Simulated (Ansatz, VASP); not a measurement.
One calculation of Si, two programs

```xyz
63
Lattice="10.8600 0.0000 0.0000 0.0000 10.8600 0.0000 0.0000 0.0000 10.8600" Properties=species:S:1:pos:R:3 pbc="T T T"
Si    5.4308    0.0107   -0.0107
Si    6.7844    1.3606    1.3543
Si    8.1343    2.7142   -0.0107
Si    9.5025    4.0725    1.3575
Si    8.1461   -0.0011    2.7139
Si    9.5057    1.3606    4.0756
Si   -0.0011   -0.0011    0.0011
Si    1.3606    1.3606    1.3607
Si    2.7179    2.7179   -0.0014
Si    4.0725    4.0725    1.3575
Si    5.4271    5.4271   -0.0014
Si    6.7844    6.7844    1.3607
Si    8.1461    8.1461    0.0011
Si    9.5025    9.5025    1.3575
Si    2.7142    0.0107    2.7257
Si    4.0773    1.3842    4.0992
Si    5.4271    2.7179    2.7164
Si    6.7608    4.0677    4.0992
Si    8.1343    5.4308    2.7257
Si    9.4993    6.7844    4.0756
Si    5.4271    0.0014    5.4329
Si    6.7608    1.3842    6.7827
Si    8.1436    2.7179    5.4329
Si    9.5025    4.0725    6.7875
Si    8.1343    0.0107    8.1458
Si    9.4993    1.3606    9.4994
Si    0.0107    5.4308   -0.0107
Si    1.3606    6.7844    1.3543
Si    2.7142    8.1343   -0.0107
Si    4.0725    9.5025    1.3575
Si    0.0107    2.7142    2.7257
Si    1.3842    4.0773    4.0992
Si    2.7179    5.4271    2.7164
Si    4.0677    6.7608    4.0992
Si    5.4308    8.1343    2.7257
Si    6.7844    9.4993    4.0756
Si    0.0107    0.0107    5.4292
Si    1.3842    1.3842    6.7923
Si    2.7809    2.7809    5.4959
Si    5.3641    2.7809    8.0791
Si    5.3641    5.3641    5.4959
Si    6.7608    6.7608    6.7923
Si    8.1343    8.1343    5.4292
Si    9.5025    9.5025    6.7875
Si    2.7179    0.0014    8.1421
Si    4.0677    1.3842    9.4758
Si    6.7608    4.0773    9.4758
Si    8.1436    5.4271    8.1421
Si    9.5057    6.7844    9.4994
Si   -0.0011    8.1461    2.7139
Si    1.3606    9.5057    4.0756
Si    0.0014    5.4271    5.4329
Si    1.3842    6.7608    6.7827
Si    2.7179    8.1436    5.4329
Si    4.0725    9.5025    6.7875
Si    0.0014    2.7179    8.1421
Si    1.3842    4.0677    9.4758
Si    2.7809    5.3641    8.0791
Si    4.0773    6.7608    9.4758
Si    5.4271    8.1436    8.1421
Si    6.7844    9.5057    9.4994
Si    0.0107    8.1343    8.1458
Si    1.3606    9.4993    9.4994
```

Alike in both runs: functional PBE; k mesh 1 × 1 × 1; occupations gaussian, width 0.05 eV; no spin polarisation.

Ansatz relaxed the structure, and its values are those at the end. VASP's run is a single point on that final structure, the one shown.

|  | VASP | Ansatz |
| --- | --- | --- |
| version | VASP 6.6.1 | Ansatz 0.2.0 |
| potentials or method | VASP PAW PBE potentials, release 64 (Si), cutoff 520 eV | scalar-relativistic, plane waves, PAW |
| valence electrons in the cell | 252 | 252 |

|  | VASP | Ansatz | Ansatz less VASP |
| --- | --- | --- | --- |
| rms of the force components (eV/Å) | 0.010 | 0.010 | -0.0007 |

The functional is the same, so the differences come from potentials, cutoffs and numerics.
